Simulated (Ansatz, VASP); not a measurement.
## Two plane-wave programs on Ge

File INCAR:

```
ALGO = Normal
EDIFF = 1E-6
ENCUT = 500
GGA = PS
GGA_COMPAT = False
ISIF = 2
ISMEAR = 0
LASPH = True
LCHARG = True
LELF = True
LREAL = False
LVHAR = True
LWAVE = False
NBANDS = 21
NELM = 120
PREC = Accurate
SIGMA = 0.01
```

File KPOINTS:

```
k-points
0
Gamma
  6 6 6
```

Contents of POSCAR:

```
Ge
1.0
    0.0000000000      2.8035372431      2.8035372431
    2.8035372431      0.0000000000      2.8035372431
    2.8035372431      2.8035372431      0.0000000000
Ge
2
Direct
    0.0000000000      0.0000000000      0.0000000000
    0.2500000000      0.2500000000      0.2500000000
```

Input for Ansatz:

```yaml
crystal:
  lattice:
    - [0.0, 2.8035372430838934, 2.8035372430838934]
    - [2.8035372430838934, 0.0, 2.8035372430838934]
    - [2.8035372430838934, 2.8035372430838934, 0.0]
  atoms:
    - { symbol: Ge, position: [0.0, 0.0, 0.0] }
    - { symbol: Ge, position: [0.25, 0.25, 0.25] }
basis:
  ecutwfc: 500.0
kpoints:
  mp_grid:
    grid: [6, 6, 6]
hamiltonian:
  xc: pbesol
scf:
  convergence:
    dr2_threshold: 1.0e-10
  occupations:
    method: fixed
output:
  stress: true
```

Alike in both runs: task single point; functional PBEsol; k mesh 6 × 6 × 6; no spin polarisation.

|  | VASP | Ansatz |
| --- | --- | --- |
| version | VASP 6.6.1 | Ansatz 0.2.0 |
| potentials or method | VASP PAW PBE potentials, release 64 (Ge_d), cutoff 500 eV | plane waves, PAW |
| occupations | gaussian, width 0.01 eV | fixed |
| valence electrons in the cell | 28 | 28 |

|  | VASP | Ansatz | Ansatz less VASP |
| --- | --- | --- | --- |
| pressure (GPa) | 2.4 | 2.5 | +0.15 |

VASP's potentials were made for PBE, not for PBEsol.
